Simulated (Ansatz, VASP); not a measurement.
Two plane-wave programs on CdS

Contents of INCAR:

```
PREC     = Accurate       # precision mode
ENCUT    = 520            # plane-wave cutoff, eV
EDIFF    = 1E-6           # SCF threshold, eV
ISMEAR   = 0              # smearing method
SIGMA    = 0.01           # smearing width, eV
LREAL    = F              # projectors in reciprocal space
LASPH    = T              # aspherical terms in the spheres
NELM     = 60             # most SCF steps
ALGO     = Normal         # electronic algorithm
ISIF     = 2              # what is computed and relaxed
LWAVE    = F              # write WAVECAR
LCHARG   = T              # write CHGCAR
GGA      = PE             # functional
LELF     = T              # ELF
LVHAR    = T            
NBANDS   = 16             # bands
```

File KPOINTS:

```
regular mesh
0
Gamma
  4 4 4
```

Contents of POSCAR:

```
CdS
1.0
    0.0000000000      2.9213527544      2.9213527544
    2.9213527544      0.0000000000      2.9213527544
    2.9213527544      2.9213527544      0.0000000000
Cd S
1 1
Direct
    0.0098400000      0.9944900000      0.9972900000
    0.2371100000      0.2569800000      0.2598100000
```

Input for Ansatz:

```yaml
crystal:
  lattice:
    - [0.0, 2.921352754373564, 2.921352754373564]
    - [2.921352754373564, 0.0, 2.921352754373564]
    - [2.921352754373564, 2.921352754373564, 0.0]
  atoms:
    - { symbol: Cd, position: [0.00984, 0.99449, 0.99729] }
    - { symbol: S, position: [0.23711, 0.25698, 0.25981] }
basis:
  ecutwfc: 540.0
  xc_grid: 2
kpoints:
  mp_grid:
    grid: [4, 4, 4]
hamiltonian:
  xc: pbe
scf:
  convergence:
    dr2_threshold: 1.0e-09
  occupations:
    method: fixed
output:
  forces: true
  stress: true
```

Alike in both runs: task single point; functional PBE; k mesh 4 × 4 × 4; no spin polarisation.

|  | VASP | Ansatz |
| --- | --- | --- |
| version | VASP 6.6.1 | Ansatz 0.2.0 |
| potentials or method | VASP PAW PBE potentials, release 64 (Cd, S), cutoff 520 eV | plane waves, PAW |
| occupations | gaussian, width 0.01 eV | fixed |
| valence electrons in the cell | 18 | 26 |

|  | VASP | Ansatz | Ansatz less VASP |
| --- | --- | --- | --- |
| pressure (GPa) | 3.2 | 2.8 | -0.36 |
| traceless stress, the component that is largest in VASP (GPa) | -1.60 | -1.54 | +0.060 |
| rms of the force components (eV/Å) | 0.227 | 0.221 | -0.0060 |

Atom by atom the forces differ by 0.006 eV/Å (rms over components). VASP's potentials hold 18 valence electrons a cell and Ansatz's 26, so a difference there can come from the potentials and not from the codes. Ansatz's warnings: stress scf threshold loose.

The k mesh is coarse, so the values compare programs but aren't converged.
